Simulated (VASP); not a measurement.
# CuSi16 (a cell with a defect) in VASP: relaxation of the atoms with PBE

Aim: the relaxation of the atoms of CuSi16 (a cell with a defect) with PBE.

All numbers are computed with VASP 6.6.1; they aren't measurements. Logs are shortened: lines on timing, memory, paths and dates and some standing lists are left out, and cuts for length are marked.

### 1 The cell of the first run

The cell holds a defect, 17 atoms: a = 7.679 Å, b = 7.679 Å, c = 7.679 Å, α = 60.00°, β = 60.00°, γ = 60.00°.

### 2 Relaxation of the atoms, PBE

Contents of INCAR:

```
SYSTEM = CuSi16
PREC = Accurate
ENCUT = 520
EDIFF = 1E-6
ISMEAR = -1
SIGMA = 0.02
LREAL = Auto
LASPH = .True.
NELM = 60
ALGO = Normal
ISIF = 2
LWAVE = .False.
LCHARG = .False.
GGA = PE
IBRION = 2
NSW = 45
EDIFFG = -0.08
NELECT = 74.0
```

Contents of KPOINTS:

```
Automatic mesh
0
Gamma
  2 2 2
  0 0 0
```

Contents of POSCAR:

```
CuSi16
1.0
    0.0000000000      5.4300000000      5.4300000000
    5.4300000000      0.0000000000      5.4300000000
    5.4300000000      5.4300000000      0.0000000000
Si Cu
16 1
Direct
    0.0000000000      0.0000000000      0.0000000000
    0.1250000000      0.1250000000      0.1250000000
    0.0000000000      0.0000000000      0.5000000000
    0.1250000000      0.1250000000      0.6250000000
    0.0000000000      0.5000000000      0.0000000000
    0.1250000000      0.6250000000      0.1250000000
    0.0000000000      0.5000000000      0.5000000000
    0.1250000000      0.6250000000      0.6250000000
    0.5000000000      0.0000000000      0.0000000000
    0.6250000000      0.1250000000      0.1250000000
    0.5000000000      0.0000000000      0.5000000000
    0.6250000000      0.1250000000      0.6250000000
    0.5000000000      0.5000000000      0.0000000000
    0.6250000000      0.6250000000      0.1250000000
    0.5000000000      0.5000000000      0.5000000000
    0.6250000000      0.6250000000      0.6250000000
    0.2556870000      0.2418468000      0.7505050000
```

Potentials or basis: VASP PAW PBE potentials, release 64 (Si, Cu).

The run is started by

```sh
$ cat potpaw_PBE.64/Si/POTCAR potpaw_PBE.64/Cu/POTCAR > POTCAR
$ mpirun -np 1 vasp_std > vasp.out
```

OUTCAR:

```text
SYSTEM = CuSi16
   PREC = Accurate
   ENCUT = 520
   EDIFF = 1E-6
   ISMEAR = -1
   LREAL = Auto
   LASPH = .True.
   NELM = 60
   ISIF = 2
   GGA = PE
   IBRION = 2
   NSW = 45
   EDIFFG = -0.08
   NELECT = 74.0

 ion  position               nearest neighbor table
   1  0.000  0.000  0.000-   2 2.35   4 2.35   6 2.35  10 2.35  17 2.70
   2  0.125  0.125  0.125-  17 2.35   3 2.35   5 2.35   9 2.35   1 2.35
   3  0.000  0.000  0.500-   2 2.35   4 2.35   8 2.35  12 2.35
   4  0.125  0.125  0.625-  17 2.34   3 2.35   7 2.35  11 2.35   1 2.35
   5  0.000  0.500  0.000-   2 2.35   6 2.35   8 2.35  14 2.35  17 2.76
   6  0.125  0.625  0.125-   1 2.35   5 2.35   7 2.35  13 2.35
   7  0.000  0.500  0.500-   4 2.35   6 2.35   8 2.35  16 2.35  17 2.75
   8  0.125  0.625  0.625-   3 2.35   5 2.35   7 2.35  15 2.35  17 2.40
   9  0.500  0.000  0.000-   2 2.35  10 2.35  12 2.35  14 2.35  17 2.68
  10  0.625  0.125  0.125-   1 2.35   9 2.35  11 2.35  13 2.35
  11  0.500  0.000  0.500-   4 2.35  10 2.35  12 2.35  16 2.35  17 2.67
  12  0.625  0.125  0.625-  17 2.32   9 2.35  11 2.35  15 2.35   3 2.35
  13  0.500  0.500  0.000-   6 2.35  10 2.35  14 2.35  16 2.35
  14  0.625  0.625  0.125-   5 2.35   9 2.35  13 2.35  15 2.35
  15  0.500  0.500  0.500-   8 2.35  12 2.35  14 2.35  16 2.35  17 2.73
  16  0.625  0.625  0.625-   7 2.35  11 2.35  13 2.35  15 2.35
  17  0.256  0.242  0.751-  12 2.32   4 2.34   2 2.35   8 2.40  11 2.67   9 2.68   1 2.70  15 2.73
                             7 2.75   5 2.76

  LATTYP: Found a face centered cubic cell.
 ALAT       =    10.8600000000

  Lattice vectors:

 A1 = (   0.0000000000,   5.4300000000,   5.4300000000)
 A2 = (   5.4300000000,   0.0000000000,   5.4300000000)
 A3 = (   5.4300000000,   5.4300000000,   0.0000000000)

Analysis of symmetry for initial positions (statically):
=====================================================================
 Subroutine PRICEL returns:
 Original cell was already a primitive cell.

 Routine SETGRP: Setting up the symmetry group for a
 face centered cubic supercell.

 Subroutine GETGRP returns: Found  1 space group operations
 (whereof  1 operations were pure point group operations)
 out of a pool of 48 trial point group operations.

The static configuration has the point symmetry C_1 .

Analysis of symmetry for dynamics (positions and initial velocities):
=====================================================================
 Subroutine PRICEL returns:
 Original cell was already a primitive cell.

 Routine SETGRP: Setting up the symmetry group for a
 face centered cubic supercell.

 Subroutine GETGRP returns: Found  1 space group operations
 (whereof  1 operations were pure point group operations)
 out of a pool of 48 trial point group operations.

The dynamic configuration has the point symmetry C_1 .

 Subroutine INISYM returns: Found  1 space group operations
 (whereof  1 operations are pure point group operations),
 and found     1 'primitive' translations

----------------------------------------------------------------------------------------

                                     Primitive cell

  volume of cell :     320.2060

  direct lattice vectors                    reciprocal lattice vectors
     0.000000000  5.430000000  5.430000000    -0.092081031  0.092081031  0.092081031
     5.430000000  0.000000000  5.430000000     0.092081031 -0.092081031  0.092081031
     5.430000000  5.430000000  0.000000000     0.092081031  0.092081031 -0.092081031

  length of vectors
     7.679179644  7.679179644  7.679179644     0.159489025  0.159489025  0.159489025

  position of ions in fractional coordinates (direct lattice)
     0.000000000  0.000000000  0.000000000
     0.125000000  0.125000000  0.125000000
     0.000000000  0.000000000  0.500000000
     0.125000000  0.125000000  0.625000000
     0.000000000  0.500000000  0.000000000
     0.125000000  0.625000000  0.125000000
[... 9 lines left out ...]
     0.625000000  0.625000000  0.625000000
     0.255687000  0.241846800  0.750505000

  ion indices of the primitive-cell ions
   primitive index   ion index
                 1           1
                 2           2
                 3           3
                 4           4
                 5           5
                 6           6
[... 9 lines left out ...]
                16          16
                17          17

----------------------------------------------------------------------------------------

 KPOINTS: Automatic mesh

Automatic generation of k-mesh.
 Grid dimensions read from file:
 generate k-points for:    2    2    2

 Generating k-lattice:

  Cartesian coordinates                     Fractional coordinates (reciprocal lattice)
    -0.046040516  0.046040516  0.046040516     0.500000000  0.000000000  0.000000000
     0.046040516 -0.046040516  0.046040516     0.000000000  0.500000000  0.000000000
     0.046040516  0.046040516 -0.046040516     0.000000000  0.000000000  0.500000000

  Length of vectors
     0.079744512  0.079744512  0.079744512

  Shift w.r.t. Gamma in fractional coordinates (k-lattice)
     0.000000000  0.000000000  0.000000000

 Subroutine IBZKPT returns following result:
 ===========================================

 Found      8 irreducible k-points:

 Following reciprocal coordinates:
            Coordinates               Weight
  0.000000  0.000000  0.000000      1.000000
  0.500000  0.000000  0.000000      1.000000
  0.000000  0.500000  0.000000      1.000000
  0.000000  0.000000  0.500000      1.000000
  0.500000  0.500000  0.500000      1.000000
  0.500000  0.500000  0.000000      1.000000
  0.000000  0.500000  0.500000      1.000000
  0.500000  0.000000  0.500000      1.000000
   k-points           NKPTS =      8   k-points in BZ     NKDIM =      8   number of bands    NBANDS=     46
   number of dos      NEDOS =    301   number of ions     NIONS =     17
   total plane-waves  NPLWV = 216000
   dimension x,y,z NGX =    60 NGY =   60 NGZ =   60
   dimension x,y,z NGXF=   120 NGYF=  120 NGZF=  120
   ions per type =              16   1
   NGX,Y,Z   is equivalent  to a cutoff of  12.99, 12.99, 12.99 a.u.
   NGXF,Y,Z  is equivalent  to a cutoff of  25.98, 25.98, 25.98 a.u.
 SYSTEM =  CuSi16
   PREC   = accura    normal or accurate (medium, high low for compatibility)
   ISTART =      0    job   : 0-new  1-cont  2-samecut
   ICHARG =      2    charge: 1-file 2-atom 10-const
   ISPIN  =      1    spin polarized calculation?
   LNONCOLLINEAR =      F non collinear calculations
   LSORBIT =      F    spin-orbit coupling
   LASPH  =      T    aspherical Exc in radial PAW
   ENCUT  =  520.0 eV  38.22 Ry    6.18 a.u.  14.28 14.28 14.28*2*pi/ulx,y,z
   NELM   =     60;   NELMIN=  2; NELMDL= -5     # of ELM steps
   EDIFF  = 0.1E-05   stopping-criterion for ELM
   LREAL  =      T    real-space projection
   EDIFFG = -.8E-01   stopping-criterion for IOM
   NSW    =     45    number of steps for IOM
   IBRION =      2    ionic relax: 0-MD 1-quasi-New 2-CG
   NFREE  =      1    steps in history (QN), initial steepest desc. (CG)
   ISIF   =      2    stress and relaxation
   ISYM   =      2    0-nonsym 1-usesym 2-fastsym
   POTIM  = 0.5000    time-step for ionic-motion
   TEBEG  =    0.0;   TEEND  =   0.0 temperature during run
   PSTRESS=    0.0 pullay stress
   NELECT =      74.0000    total number of electrons
   NUPDOWN=      -1.0000    fix difference up-down
   EMIN   =  10.00;   EMAX   =-10.00  energy-range for DOS
   EFERMI =   0.00;   METHOD = LEGACY
   ISMEAR =    -1;   SIGMA  =   0.02  broadening in eV -4-tet -1-fermi 0-gaus
   EFERMI_NEDOS =   21; number of points for ismear=-14 and -15
   IALGO  =     38    algorithm
   IMIX   =      4    mixing-type and parameters
     AMIX     =   0.40;   BMIX     =  1.00
     AMIX_MAG =   1.60;   BMIX_MAG =  1.00
  volume/ion in A,a.u.               =      18.84       127.11
  Fermi-wavevector in a.u.,A,eV,Ry     =   1.004636  1.898488 13.732283  1.009294
  Thomas-Fermi vector in A             =   2.137265
   LORBIT       =      0    0 simple, 1 ext, 2 COOP (PROOUT), +10 PAW based schemes
   GGA     = PE    functional components
   LHFCALC =     F    Hartree Fock is set to
   AEXX    =    0.0000 exact exchange contribution
   IVDW    =     0    specifies the selected vdW correction
   LEPSILON=     F    determine dielectric tensor
   LRPA    =     F    only Hartree local field effects (RPA)
 conjugate gradient relaxation of ions
 non-spin polarized calculation
  energy-cutoff  :      520.00
  volume of cell :      320.21
 maximum number of plane-waves:      8646
 NGX is ok and might be reduce to    60
   NGX = 29   NGY = 29   NGZ = 29

--------------------------------------- Ionic step        1  -------------------------------------------

 number of electron      74.0000005 magnetization

 Free energy of the ion-electron system (eV)
  ---------------------------------------------------
  ext. energy  EPLUGINS =         0.00000000
  ---------------------------------------------------
  free energy    TOTEN  =       -94.08293913 eV

  energy without entropy =      -94.07361322  energy(sigma->0) =      -94.07827618

------------------------ aborting loop because EDIFF is reached ----------------------------------------

  FORCE on cell =-STRESS in cart. coord.  units (eV):
  Direction    XX          YY          ZZ          XY          YZ          ZX
  --------------------------------------------------------------------------------------
  -------------------------------------------------------------------------------------
  Total       -0.6360646     -0.6363116     -0.6366897      0.0782833      0.3048904     -0.2438202
  in kB       -3.1826021     -3.1838378     -3.1857299      0.3916972      1.5255444     -1.2199744
  external PRESSURE =      -3.1840566 kB  Pullay stress =       0.0000000 kB

 VOLUME and BASIS-vectors are now :
 -----------------------------------------------------------------------------
  energy-cutoff  :      520.00
  volume of cell :      320.21
      direct lattice vectors                 reciprocal lattice vectors
     0.000000000  5.430000000  5.430000000    -0.092081031  0.092081031  0.092081031
     5.430000000  0.000000000  5.430000000     0.092081031 -0.092081031  0.092081031
     5.430000000  5.430000000  0.000000000     0.092081031  0.092081031 -0.092081031
[... 120 lines left out ...]
      6.79508      6.79340      6.78116         0.028594      0.023369     -0.025025
      5.39590      5.45778      2.70285         0.048421     -0.038314      0.012808
 -----------------------------------------------------------------------------------
    total drift:                                0.002110     -0.001024     -0.000705

  FREE ENERGIE OF THE ION-ELECTRON SYSTEM (eV)
  ---------------------------------------------------
  free  energy   TOTEN  =       -94.1858284379 eV

  energy  without entropy=      -94.1767974117  energy(sigma->0) =      -94.18131292

--------------------------------------- Ionic step        4  -------------------------------------------

 number of electron      74.0000003 magnetization

 Free energy of the ion-electron system (eV)
  ---------------------------------------------------
  ext. energy  EPLUGINS =         0.00000000
  ---------------------------------------------------
  free energy    TOTEN  =       -94.18827891 eV

  energy without entropy =      -94.17967649  energy(sigma->0) =      -94.18397770

 E-fermi :   6.2916     XC(G=0):  -9.6030

 val. band max:        6.2808806948   @ k =   0.0000   0.0000   0.0000
 cond. band min:       6.2923982738   @ k =   0.0000   0.0000   0.0000
 fundamental gap:      0.0115175791
 Fermi energy:         6.2916080672

 k-point     1 :       0.0000    0.0000    0.0000
  band No.  band energies     occupation
      1      -5.9028      2.00000
      2      -3.5254      2.00000
      3      -3.5085      2.00000
      4      -3.5058      2.00000
      5      -3.4985      2.00000
      6      -2.0694      2.00000
[... 407 lines left out ...]
      8.13806      2.72057      5.42813        -0.036459      0.028904     -0.011074
      4.05247      4.04555      1.33500         0.015063     -0.002901      0.005176
      2.73576      5.43099      8.14436         0.023450      0.012137     -0.007450
      4.06592      1.36430      4.08053         0.005893     -0.002573      0.011949
[... 9 lines left out ...]
      6.79658      6.79462      6.77985         0.023695     -0.004946     -0.005813
      5.39835      5.45584      2.70348         0.040487     -0.031986      0.009055
 -----------------------------------------------------------------------------------
    total drift:                                0.000989     -0.000377     -0.000129

  FREE ENERGIE OF THE ION-ELECTRON SYSTEM (eV)
  ---------------------------------------------------
  free  energy   TOTEN  =       -94.1882789080 eV

  energy  without entropy=      -94.1796764879  energy(sigma->0) =      -94.18397770

 reached required accuracy - stopping structural energy minimisation
```

Wall time 5.9 min (1 thread of Intel Xeon Platinum 8488C (Sapphire Rapids), shared host); peak memory 0.56 GiB.

Results:

```
Free energy                  : -94.1883 eV
Energy gained by relaxing    : 6.2 meV/atom
Ionic steps                  : 4
Largest force after relaxing : 0.064 eV/Å
```

Forces in eV/Å, atoms in the order of the input:
```
Si  -0.005  0.000 -0.014
Si  -0.001 -0.019  0.011
Si  -0.036  0.029 -0.011
Si   0.015 -0.003  0.005
Si   0.023  0.012 -0.007
Si   0.006 -0.003  0.012
Si  -0.015 -0.023 -0.009
Si  -0.033  0.035 -0.042
Si  -0.011  0.012  0.009
Si   0.021 -0.017  0.006
Si  -0.012  0.008  0.007
Si  -0.001  0.004  0.011
Si  -0.004  0.003  0.003
Si   0.008 -0.021 -0.006
Si  -0.020  0.019  0.023
Si   0.024 -0.005 -0.006
Cu   0.040 -0.032  0.009
```

The path:
| step | energy change (eV) | largest force (eV/Å) | pressure (GPa) |
| --- | --- | --- | --- |
| 1 | 0.0000 | 1.0110 | -0.32 |
| 2 | -0.1028 | 0.1425 | -0.75 |
| 3 | -0.1029 | 0.1396 | -0.73 |
| 4 | -0.1053 | 0.0640 | -0.76 |

Final structure:
```
CELL_PARAMETERS angstrom
0.00000 5.43000 5.43000
5.43000 0.00000 5.43000
5.43000 5.43000 0.00000
ATOMIC_POSITIONS crystal
Si 0.99796 0.99768 0.00215
Si 0.12242 0.12368 0.13116
Si 0.00098 0.99868 0.50005
Si 0.12229 0.12357 0.62275
Si 0.99812 0.50176 0.00206
Si 0.12697 0.62451 0.12428
Si 0.99810 0.50176 0.49801
Si 0.12315 0.62982 0.62358
Si 0.50239 0.99762 0.00216
Si 0.62404 0.12765 0.12417
Si 0.50240 0.99759 0.49778
Si 0.63202 0.12327 0.62242
Si 0.50008 0.49989 0.00001
Si 0.62413 0.62448 0.12426
Si 0.50229 0.50176 0.49796
Si 0.62411 0.62448 0.62720
Cu 0.25423 0.24365 0.75053
```

Caveat: the k points lie up to 0.50 Å⁻¹ apart; the cell carries a net charge on a neutralising background, which shifts energy and pressure; the cell is charged against a uniform background, so pressure and absolute levels hang on convention; the relaxation stopped at a loose force limit of 0.08 eV/Å, so its end isn't a converged minimum.
